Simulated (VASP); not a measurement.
NiO, 2 atoms in the cell. Symmetry: Fm-3m, No. 225, cubic system. Conventional cell: a = 4.192 Å, b = 4.192 Å, c = 4.192 Å, α = 90.00°, β = 90.00°, γ = 90.00°. Within 2.8 Å of Ni (site symmetry m-3m) lie 6 O at 2.10 Å. O (site symmetry m-3m) has 6 Ni at 2.10 Å within 2.8 Å. 

* Program: VASP 6.6.1
* Task: single point
* Functional: PBE
* Dispersion: D3(BJ)
* Potentials or basis: VASP PAW PBE potentials, release 64 (Ni, O)
* Cutoff: 520 eV
* k mesh: 11 × 11 × 11
* Occupations: fermi-dirac, width 0.05 eV
* Spin: collinear spin, ferromagnetic start
* Starting moments: [1.0, 0.0] μB
* Dipole correction: no
* Further INCAR settings: ALGO = Normal; EDIFF = 1e-07; NBANDS = 19

Potentials or basis: VASP PAW PBE potentials, release 64 (Ni, O).

The run is started by

```sh
$ cat potpaw_PBE.64/Ni/POTCAR potpaw_PBE.64/O/POTCAR > POTCAR
$ mpirun -np 1 vasp_std > vasp.out
```

Hardware: 1 thread of Intel(R) Xeon(R) 6975P-C (Granite Rapids), with other jobs on the host.

Task: How long does it take, and how much memory?

Result: Run time: 19 s on 1 thread of Intel(R) Xeon(R) 6975P-C (Granite Rapids) (shared host), peak memory 0.18 GiB. Counts: scf iterations 18, k points 56.
